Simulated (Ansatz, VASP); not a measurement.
LiCl: VASP beside Ansatz

```xyz
2
Lattice="0.0000 2.4821 2.4821 2.4821 0.0000 2.4821 2.4821 2.4821 0.0000" Properties=species:S:1:pos:R:3 pbc="T T T"
Li    0.0000    0.0000    0.0000
Cl    2.4821    2.4821    2.4821
```

Alike in both runs: functional LDA; k mesh 8 × 8 × 8; occupations gaussian, width 0.02 eV; no spin polarisation.

Ansatz relaxed the structure, and its values are those at the end. VASP's run is a single point on that final structure, the one shown.

|  | VASP | Ansatz |
| --- | --- | --- |
| version | VASP 6.6.1 | Ansatz 0.2.0 |
| potentials or method | VASP PAW LDA potentials, release 64 (Li_sv, Cl), cutoff 520 eV | scalar-relativistic, plane waves, PAW |
| valence electrons in the cell | 10 | 10 |

|  | VASP | Ansatz | Ansatz less VASP |
| --- | --- | --- | --- |
| gap on the k mesh at the Fermi level (eV) | 6.51 | 6.49 | -0.024 |
| least direct gap on the mesh (eV) | 6.62 | 6.60 | -0.020 |

LDA's correlation is that of Perdew and Zunger in VASP and of Perdew and Wang (1992) in Ansatz.

Noted on VASP's run: the cutoff is short for stress, so the pressure is rough.
